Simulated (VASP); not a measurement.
Runs of VASP 6.6.1 on Nb. The structure is that of space group P6/mmm (No. 191), or close to it. The cells are those of the table. This isn't the form of Nb at room conditions, which is bcc.

```tsv
cell	k mesh	gap on the mesh (eV)	pressure (GPa)
a = 5.146, b = 5.146, c = 2.819 Å, angles 90.0, 90.0, 120.0°, 3 atoms	8 × 8 × 13	none	-13.6
a = 4.955, b = 4.955, c = 2.715 Å, angles 90.0, 90.0, 120.0°, 3 atoms	8 × 8 × 13	none	-0.1
a = 4.748, b = 4.748, c = 2.602 Å, angles 90.0, 90.0, 120.0°, 3 atoms	8 × 8 × 13	none	(b)
a = 4.819, b = 4.819, c = 2.641 Å, angles 90.0, 90.0, 120.0°, 3 atoms	8 × 8 × 13	none	14.6
a = 4.888, b = 4.888, c = 2.678 Å, angles 90.0, 90.0, 120.0°, 3 atoms	8 × 8 × 13	none	6.5
a = 4.955, b = 4.955, c = 2.715 Å, angles 90.0, 90.0, 120.0°, 3 atoms	10 × 10 × 15	none	-0.1
a = 5.084, b = 5.084, c = 2.785 Å, angles 90.0, 90.0, 120.0°, 3 atoms	8 × 8 × 13	none	(a)
a = 4.955, b = 4.955, c = 2.715 Å, angles 90.0, 90.0, 120.0°, 3 atoms	8 × 8 × 11	none	-0.1
```

Alike in all rows: task single point; level BLYP; potentials or basis VASP PAW PBE potentials, release 64 (Nb_sv); no spin polarisation; cutoff (eV) 520; smearing fermi-dirac 0.1 eV.

Q: Estimate the missing entries.

A: (a) -10.0; (b) 24.6.

Caveats: the PAW data sets were made with another functional, which shifts forces and pressure a little; the cell stands under pressure (at least some runs); the cell stands under tension (at least some runs).

A k mesh can miss the band edges, and the runs leave out spin-orbit coupling on Nb.

A gap of «none» marks levels without a gap at the run's occupations.
